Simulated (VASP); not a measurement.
# GaP (Pm-3m) in VASP: single point with PBE

Aim: the single point of GaP with PBE.

All numbers are computed with VASP 6.6.1; they aren't measurements. Logs are shortened: lines on timing, memory, paths and dates and some standing lists are left out, and cuts for length are marked.

### 1 The cell of the first run

Symmetry: Pm-3m, No. 221, cubic system. Conventional cell: a = 3.186 Å, b = 3.186 Å, c = 3.186 Å, α = 90.00°, β = 90.00°, γ = 90.00°. Ga (site symmetry m-3m) has 8 P at 2.76 Å and 6 Ga at 3.19 Å within 3.6 Å. P (site symmetry m-3m) has 8 Ga at 2.76 Å and 6 P at 3.19 Å within 3.6 Å.

### 2 Single point, PBE

INCAR reads:

```
ALGO = Normal
EDIFF = 1E-6
ENCUT = 500
GGA = PE
GGA_COMPAT = F
ISIF = 2
ISMEAR = -1
LASPH = T
LCHARG = F
LREAL = F
LWAVE = F
NBANDS = 16
NELM = 120
PREC = Accurate
SIGMA = 0.02
```

KPOINTS reads:

```
k-points
0
Gamma
  6 6 6
```

POSCAR reads:

```
GaP
1.0
    3.1864350770      0.0000000000      0.0000000000
    0.0000000000      3.1864350770      0.0000000000
    0.0000000000      0.0000000000      3.1864350770
Ga P
1 1
Direct
    0.0000000000      0.0000000000      0.0000000000
    0.5000000000      0.5000000000      0.5000000000
```

Potentials or basis: VASP PAW PBE potentials, release 64 (Ga_d, P).

Command:

```
cat potpaw_PBE.64/Ga_d/POTCAR potpaw_PBE.64/P/POTCAR > POTCAR
mpirun -np 1 vasp_std > vasp.out
```

OUTCAR:

```text
EDIFF = 1E-6
   ENCUT = 500
   GGA = PE
   ISIF = 2
   ISMEAR = -1
   LASPH = T
   LREAL = F
   NELM = 120
   PREC = Accurate

 ion  position               nearest neighbor table
   1  0.000  0.000  0.000-   2 2.76   2 2.76   2 2.76   2 2.76   2 2.76   2 2.76   2 2.76   2 2.76

   2  0.500  0.500  0.500-   1 2.76   1 2.76   1 2.76   1 2.76   1 2.76   1 2.76   1 2.76   1 2.76

  LATTYP: Found a simple cubic cell.
 ALAT       =     3.1864350770

  Lattice vectors:

 A1 = (   3.1864350770,   0.0000000000,   0.0000000000)
 A2 = (   0.0000000000,   3.1864350770,   0.0000000000)
 A3 = (   0.0000000000,   0.0000000000,   3.1864350770)

Analysis of symmetry for initial positions (statically):
=====================================================================
 Subroutine PRICEL returns:
 Original cell was already a primitive cell.

 Routine SETGRP: Setting up the symmetry group for a
 simple cubic supercell.

 Subroutine GETGRP returns: Found 48 space group operations
[... 9 lines left out ...]

 Routine SETGRP: Setting up the symmetry group for a
 simple cubic supercell.

 Subroutine GETGRP returns: Found 48 space group operations
 (whereof 48 operations were pure point group operations)
 out of a pool of 48 trial point group operations.

The dynamic configuration has the point symmetry O_h .

 Subroutine INISYM returns: Found 48 space group operations
 (whereof 48 operations are pure point group operations),
 and found     1 'primitive' translations

----------------------------------------------------------------------------------------

                                     Primitive cell

  volume of cell :      32.3530

  direct lattice vectors                    reciprocal lattice vectors
     3.186435077  0.000000000  0.000000000     0.313830339  0.000000000  0.000000000
     0.000000000  3.186435077  0.000000000     0.000000000  0.313830339  0.000000000
     0.000000000  0.000000000  3.186435077     0.000000000  0.000000000  0.313830339

  length of vectors
     3.186435077  3.186435077  3.186435077     0.313830339  0.313830339  0.313830339

  position of ions in fractional coordinates (direct lattice)
     0.000000000  0.000000000  0.000000000
     0.500000000  0.500000000  0.500000000

  ion indices of the primitive-cell ions
   primitive index   ion index
                 1           1
                 2           2

----------------------------------------------------------------------------------------

 KPOINTS: k-points

Automatic generation of k-mesh.
 Grid dimensions read from file:
 generate k-points for:    6    6    6

 Generating k-lattice:

  Cartesian coordinates                     Fractional coordinates (reciprocal lattice)
     0.052305056  0.000000000  0.000000000     0.166666667  0.000000000  0.000000000
     0.000000000  0.052305056  0.000000000     0.000000000  0.166666667  0.000000000
     0.000000000  0.000000000  0.052305056     0.000000000  0.000000000  0.166666667

  Length of vectors
     0.052305056  0.052305056  0.052305056

  Shift w.r.t. Gamma in fractional coordinates (k-lattice)
     0.000000000  0.000000000  0.000000000

 Subroutine IBZKPT returns following result:
 ===========================================

 Found     20 irreducible k-points:

 Following reciprocal coordinates:
            Coordinates               Weight
  0.000000  0.000000  0.000000      1.000000
  0.166667  0.000000  0.000000      6.000000
  0.333333  0.000000  0.000000      6.000000
  0.500000  0.000000  0.000000      3.000000
  0.166667  0.166667  0.000000     12.000000
  0.333333  0.166667  0.000000     24.000000
[... 12 lines left out ...]
  0.500000  0.500000  0.333333      6.000000
  0.500000  0.500000  0.500000      1.000000
   k-points           NKPTS =     20   k-points in BZ     NKDIM =     20   number of bands    NBANDS=     16
   number of dos      NEDOS =    301   number of ions     NIONS =      2
   total plane-waves  NPLWV =  13824
   dimension x,y,z NGX =    24 NGY =   24 NGZ =   24
   dimension x,y,z NGXF=    48 NGYF=   48 NGZF=   48
   ions per type =               1   1
   NGX,Y,Z   is equivalent  to a cutoff of  12.52, 12.52, 12.52 a.u.
   NGXF,Y,Z  is equivalent  to a cutoff of  25.04, 25.04, 25.04 a.u.
 SYSTEM =  unknown system
   PREC   = accura    normal or accurate (medium, high low for compatibility)
   ISTART =      0    job   : 0-new  1-cont  2-samecut
   ICHARG =      2    charge: 1-file 2-atom 10-const
   ISPIN  =      1    spin polarized calculation?
   LNONCOLLINEAR =      F non collinear calculations
   LSORBIT =      F    spin-orbit coupling
   LASPH  =      T    aspherical Exc in radial PAW
   ENCUT  =  500.0 eV  36.75 Ry    6.06 a.u.   5.81  5.81  5.81*2*pi/ulx,y,z
   NELM   =    120;   NELMIN=  2; NELMDL= -5     # of ELM steps
   EDIFF  = 0.1E-05   stopping-criterion for ELM
   LREAL  =      F    real-space projection
   EDIFFG = 0.1E-04   stopping-criterion for IOM
   NSW    =      0    number of steps for IOM
   IBRION =     -1    ionic relax: 0-MD 1-quasi-New 2-CG
   NFREE  =      0    steps in history (QN), initial steepest desc. (CG)
   ISIF   =      2    stress and relaxation
   ISYM   =      2    0-nonsym 1-usesym 2-fastsym
   POTIM  = 0.5000    time-step for ionic-motion
   TEBEG  =    0.0;   TEEND  =   0.0 temperature during run
   PSTRESS=    0.0 pullay stress
   NELECT =      18.0000    total number of electrons
   NUPDOWN=      -1.0000    fix difference up-down
   EMIN   =  10.00;   EMAX   =-10.00  energy-range for DOS
   EFERMI =   0.00;   METHOD = LEGACY
   ISMEAR =    -1;   SIGMA  =   0.02  broadening in eV -4-tet -1-fermi 0-gaus
   EFERMI_NEDOS =   21; number of points for ismear=-14 and -15
   IALGO  =     38    algorithm
   IMIX   =      4    mixing-type and parameters
     AMIX     =   0.40;   BMIX     =  1.00
     AMIX_MAG =   1.60;   BMIX_MAG =  1.00
  volume/ion in A,a.u.               =      16.18       109.16
  Fermi-wavevector in a.u.,A,eV,Ry     =   1.346461  2.544443 24.666797  1.812958
  Thomas-Fermi vector in A             =   2.474291
   LORBIT       =      0    0 simple, 1 ext, 2 COOP (PROOUT), +10 PAW based schemes
   GGA     = PE    functional components
   LHFCALC =     F    Hartree Fock is set to
   AEXX    =    0.0000 exact exchange contribution
   IVDW    =     0    specifies the selected vdW correction
   LEPSILON=     F    determine dielectric tensor
   LRPA    =     F    only Hartree local field effects (RPA)
 non-spin polarized calculation
  energy-cutoff  :      500.00
  volume of cell :       32.35
 maximum number of plane-waves:       840
 NGX is ok and might be reduce to    24
   NGX = 11   NGY = 11   NGZ = 11

 number of electron      17.9999991 magnetization

 Free energy of the ion-electron system (eV)
  ---------------------------------------------------
  ext. energy  EPLUGINS =         0.00000000
  ---------------------------------------------------
  free energy    TOTEN  =        -7.60792588 eV

  energy without entropy =       -7.60340749  energy(sigma->0) =       -7.60566668

 E-fermi :   7.3779     XC(G=0): -11.3920

 val. band max:        7.3634180704   @ k =   0.1667   0.1667   0.0000
 cond. band min:       7.4072659744   @ k =   0.5000   0.3333   0.1667
 fundamental gap:      0.0438479040
 Fermi energy:         7.3778633467

 k-point     1 :       0.0000    0.0000    0.0000
  band No.  band energies     occupation
      1      -7.3260      2.00000
      2      -7.3260      2.00000
      3      -7.1711      2.00000
      4      -7.1711      2.00000
      5      -7.1711      2.00000
      6      -6.4086      2.00000
[... 8 lines left out ...]
     15      18.3789      0.00000
     16      21.5102      0.00000

 k-point     2 :       0.1667    0.0000    0.0000
  band No.  band energies     occupation
      1      -7.3218      2.00000
      2      -7.2966      2.00000
      3      -7.1869      2.00000
      4      -7.1869      2.00000
      5      -7.1693      2.00000
      6      -6.0367      2.00000
[... 8 lines left out ...]
     15      17.1707      0.00000
     16      21.7140      0.00000

 k-point     3 :       0.3333    0.0000    0.0000
  band No.  band energies     occupation
      1      -7.3135      2.00000
      2      -7.2413      2.00000
      3      -7.2184      2.00000
      4      -7.2184      2.00000
      5      -7.1658      2.00000
      6      -4.9784      2.00000
[... 8 lines left out ...]
     15      18.7987      0.00000
     16      19.8595      0.00000

 k-point     4 :       0.5000    0.0000    0.0000
  band No.  band energies     occupation
      1      -7.3093      2.00000
      2      -7.2339      2.00000
      3      -7.2339      2.00000
      4      -7.2145      2.00000
      5      -7.1641      2.00000
      6      -3.9589      2.00000
[... 8 lines left out ...]
     15      17.2219      0.00000
     16      22.4922      0.00000

 k-point     5 :       0.1667    0.1667    0.0000
  band No.  band energies     occupation
      1      -7.3060      2.00000
      2      -7.2762      2.00000
      3      -7.2181      2.00000
      4      -7.1865      2.00000
      5      -7.1828      2.00000
      6      -5.6531      2.00000
[... 8 lines left out ...]
     15      17.8869      0.00000
     16      19.6759      0.00000

 k-point     6 :       0.3333    0.1667    0.0000
  band No.  band energies     occupation
      1      -7.2939      2.00000
      2      -7.2675      2.00000
      3      -7.2202      2.00000
      4      -7.2151      2.00000
      5      -7.1800      2.00000
      6      -4.5841      2.00000
[... 8 lines left out ...]
     15      19.6656      0.00000
     16      20.0343      0.00000
[... 191 lines left out ...]
 k-point    17 :       0.3333    0.3333    0.3333
  band No.  band energies     occupation
      1      -7.3246      2.00000
      2      -7.2805      2.00000
      3      -7.2805      2.00000
      4      -7.1568      2.00000
      5      -7.1568      2.00000
      6      -2.2184      2.00000
[... 8 lines left out ...]
     15      21.5304      0.00000
     16      21.5304      0.00000

 k-point    18 :       0.5000    0.3333    0.3333
  band No.  band energies     occupation
      1      -7.3393      2.00000
      2      -7.3037      2.00000
      3      -7.2785      2.00000
      4      -7.1551      2.00000
      5      -7.1200      2.00000
      6      -1.4287      2.00000
[... 8 lines left out ...]
     15      22.1938      0.00000
     16      23.5450      0.00000

 k-point    19 :       0.5000    0.5000    0.3333
  band No.  band energies     occupation
      1      -7.3521      2.00000
      2      -7.3017      2.00000
      3      -7.3017      2.00000
      4      -7.1369      2.00000
      5      -7.0986      2.00000
      6      -0.8345      2.00000
[... 8 lines left out ...]
     15      25.0553      0.00000
     16      25.0553      0.00000

 k-point    20 :       0.5000    0.5000    0.5000
  band No.  band energies     occupation
      1      -7.3283      2.00000
      2      -7.3283      2.00000
      3      -7.3283      2.00000
      4      -7.0978      2.00000
      5      -7.0978      2.00000
      6      -0.4112      2.00000
[... 8 lines left out ...]
     15      26.5712      0.00000
     16      28.1786      0.00000

------------------------ aborting loop because EDIFF is reached ----------------------------------------

  FORCE on cell =-STRESS in cart. coord.  units (eV):
  Direction    XX          YY          ZZ          XY          YZ          ZX
  --------------------------------------------------------------------------------------
  -------------------------------------------------------------------------------------
  Total        0.5699521      0.5699521      0.5699521      0.0000000      0.0000000     -0.0000000
  in kB       28.2249829     28.2249829     28.2249829      0.0000000      0.0000000     -0.0000000
  external PRESSURE =      28.2249829 kB  Pullay stress =       0.0000000 kB

 VOLUME and BASIS-vectors are now :
 -----------------------------------------------------------------------------
  energy-cutoff  :      500.00
  volume of cell :       32.35
      direct lattice vectors                 reciprocal lattice vectors
     3.186435077  0.000000000  0.000000000     0.313830339  0.000000000  0.000000000
     0.000000000  3.186435077  0.000000000     0.000000000  0.313830339  0.000000000
     0.000000000  0.000000000  3.186435077     0.000000000  0.000000000  0.313830339

 POSITION                                       TOTAL-FORCE (eV/Angst)
 -----------------------------------------------------------------------------------
      0.00000      0.00000      0.00000         0.000000      0.000000      0.000000
      1.59322      1.59322      1.59322         0.000000      0.000000      0.000000
 -----------------------------------------------------------------------------------
    total drift:                                0.000000      0.000000      0.000000

  FREE ENERGIE OF THE ION-ELECTRON SYSTEM (eV)
  ---------------------------------------------------
  free  energy   TOTEN  =        -7.6079258792 eV

  energy  without entropy=       -7.6034074885  energy(sigma->0) =       -7.60566668
```

Run time: 9.9 s. Hardware: 1 thread of Intel Xeon 8259CL, shared host; peak memory 0.14 GiB.

Results:

```yaml
Free_energy: -7.6079 eV
Pressure: 2.8 GPa
Band_gap_on_the_k_mesh: zero (band 9 reaches 8.71 eV, above the bottom of band 10 at 5.63 eV)
```
